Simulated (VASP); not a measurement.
A run of VASP 6.6.1:

The input POSCAR:

```
MoS2
1.0
    3.1841260822      0.0000000000      0.0000000000
   -1.5920630411      2.7575340760      0.0000000000
    0.0000000000      0.0000000000     17.3345999500
Mo S
1 2
Direct
    0.0000000000      0.0000000000      0.0000000000
    0.3333333333      0.6666666667      0.9105070200
    0.3333333333      0.6666666667      0.0894929800
```

INCAR.step1

```
SYSTEM = MoS2
PREC     = Accurate       ! precision mode
ENCUT    = 520            ! plane-wave cutoff, eV
EDIFF    = 1E-5           ! SCF threshold, eV
ISMEAR   = -1             ! smearing method
SIGMA    = 0.05           ! smearing width, eV
LREAL    = .False.        ! projectors in reciprocal space
LASPH    = .True.         ! aspherical terms in the spheres
NELM     = 100            ! most SCF steps
ALGO     = Normal         ! electronic algorithm
ISIF     = 2              ! what is computed and relaxed
LWAVE    = .True.         ! write WAVECAR
LCHARG   = .False.        ! write CHGCAR
GGA      = PE             ! functional
NBANDS   = 20             ! bands
```

File INCAR.step2:

```
SYSTEM = MoS2
PREC     = Accurate       ! precision mode
ENCUT    = 520            ! plane-wave cutoff, eV
EDIFF    = 1E-7           ! SCF threshold, eV
ISMEAR   = -1             ! smearing method
SIGMA    = 0.05           ! smearing width, eV
LREAL    = .False.        ! projectors in reciprocal space
LASPH    = .True.         ! aspherical terms in the spheres
NELM     = 100            ! most SCF steps
ALGO     = Normal         ! electronic algorithm
ISIF     = 2              ! what is computed and relaxed
LWAVE    = .False.        ! write WAVECAR
LCHARG   = .False.        ! write CHGCAR
GGA      = PE             ! functional
LHFCALC  = .True.         ! exact exchange
HFSCREEN = 0.2079         ! screening, 1/A
PRECFOCK = Normal       
ISTART   = 1            
NBANDS   = 20             ! bands
```

File KPOINTS:

```
Automatic mesh
0
Gamma
  5 5 1
  0 0 0
```

Potentials or basis: VASP PAW PBE potentials, release 64 (Mo_sv, S).

Launch:

```bash
$ cat potpaw_PBE.64/Mo_sv/POTCAR potpaw_PBE.64/S/POTCAR > POTCAR
$ cp INCAR.step1 INCAR
$ mpirun -np 1 vasp_std > vasp.out
$ cp INCAR.step2 INCAR
$ mpirun -np 1 vasp_std > vasp.out
```

Hardware: 1 thread of Intel Xeon 8259CL, with other jobs on the host.

Question: How long does it take, and how much memory?

Answer: Run time: 42 min on 1 thread of Intel Xeon 8259CL, with other jobs on the host, peak memory 0.38 GiB. Counts: k points 5.
